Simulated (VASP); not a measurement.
Set up this calculation in VASP 6.6.1, as the native input.

```
Task                               : single point
Functional                         : HSE06
Potentials or basis                : VASP PAW PBE potentials, release 64 (Pt)
Cutoff                             : 520 eV
k mesh                             : 8 × 8 × 8
Occupations                        : fermi-dirac, width 0.05 eV
Spin                               : no spin polarisation
Dipole correction                  : no
Grid for exact exchange (PRECFOCK) : Normal
Further INCAR settings             : ALGO = Normal; EDIFF = 1e-06; NBANDS = 11
Share of exact exchange            : 0.25
Screening parameter                : 0.2079 1/Å
```

The system is Pt.

```xyz
1
Lattice="0.0000 1.9867 1.9867 1.9867 0.0000 1.9867 1.9867 1.9867 0.0000" Properties=species:S:1:pos:R:3 pbc="T T T"
Pt    0.0000    0.0000    0.0000
```

These files were run (other wordings do the same):

POSCAR

```
Pt
1.0
    0.0000000000      1.9867042750      1.9867042750
    1.9867042750      0.0000000000      1.9867042750
    1.9867042750      1.9867042750      0.0000000000
Pt
1
Direct
    0.0000000000      0.0000000000      0.0000000000
```

INCAR.step1

```
SYSTEM = Pt
PREC = Accurate ; ENCUT = 520
EDIFF = 1E-5 ; ISMEAR = -1
SIGMA = 0.05 ; LREAL = .False.
LASPH = .True. ; NELM = 60
ALGO = Normal ; ISIF = 2
LWAVE = .True. ; LCHARG = .False.
GGA = PE ; NBANDS = 11
```

INCAR.step2

```
SYSTEM = Pt
PREC = Accurate ; ENCUT = 520
EDIFF = 1E-6 ; ISMEAR = -1
SIGMA = 0.05 ; LREAL = .False.
LASPH = .True. ; NELM = 60
ALGO = Normal ; ISIF = 2
LWAVE = .False. ; LCHARG = .False.
GGA = PE ; LHFCALC = .True.
HFSCREEN = 0.2079 ; PRECFOCK = Normal
ISTART = 1 ; NBANDS = 11
```

KPOINTS

```
Automatic mesh
0
Gamma
  8 8 8
  0 0 0
```

Potentials or basis: VASP PAW PBE potentials, release 64 (Pt).

The run is started by

```sh
$ cat potpaw_PBE.64/Pt/POTCAR > POTCAR
$ cp INCAR.step1 INCAR
$ mpirun -np 1 vasp_std > vasp.out
$ cp INCAR.step2 INCAR
$ mpirun -np 1 vasp_std > vasp.out
```

It gave:

The pressure is -9.0 GPa and the band gap on the k mesh is zero (bands 5 and 6 overlap by 2.82 eV).

Caveat: the cell stands under tension; the PAW data sets were made with another functional, which shifts forces and pressure a little; spin-orbit coupling is left out, which moves the levels of the heavy elements.

Wall time 27 min on 1 thread of AMD EPYC 7R13 Processor (Zen 3), with other jobs on the host, peak memory 0.23 GiB.
